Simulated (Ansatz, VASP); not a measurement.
# One calculation of Se, two programs

```
Se
1.0
     4.35517    0.00000    0.00000
    -2.17759    3.77169    0.00000
     0.00000    0.00000    4.94945
Se
3
Direct
  0.78300 0.78300 0.50000
  0.00000 0.21700 0.83333
  0.21700 0.00000 0.16667
```

Alike in both runs: task single point; functional PBE-based screened hybrid with a share of 0.25 of exact exchange and HFSCREEN = 0.4; k mesh 4 × 4 × 3; occupations fermi-dirac, width 0.05 eV; no spin polarisation.

|  | VASP | Ansatz |
| --- | --- | --- |
| version | VASP 6.6.1 | Ansatz 0.2.0 |
| potentials or method | VASP PAW PBE potentials, release 64 (Se) | Ansatz PAW |
| plane-wave cutoff (eV) | 520 | 420 |
| valence electrons in the cell | 18 | 48 |

|  | VASP | Ansatz | Ansatz less VASP |
| --- | --- | --- | --- |
| gap on the k mesh at the Fermi level (eV) | 2.23 | 2.24 | +0.004 |
| least direct gap on the mesh (eV) | 2.51 | 2.52 | +0.010 |
| pressure (GPa) | 3.7 | 3.9 | +0.16 |
| traceless stress, the component that is largest in VASP (GPa) | 0.38 | 0.48 | +0.104 |
| rms of the force components (eV/Å) | 0.397 | 0.415 | +0.0179 |

VASP's potentials were made for PBE, not for PBE-based screened hybrid. Atom by atom the forces differ by 0.018 eV/Å (rms over components). With one functional, cell and mesh, what is left measures potentials, basis and numerics. VASP's potentials hold 18 valence electrons a cell and Ansatz's 48, so a difference there can come from the potentials and not from the codes.

The k mesh is coarse, so the values compare programs but aren't converged. Noted on Ansatz's run: odd divisions of the mesh miss points on the zone boundary, where band edges often lie, so the gap on the mesh can be too wide.
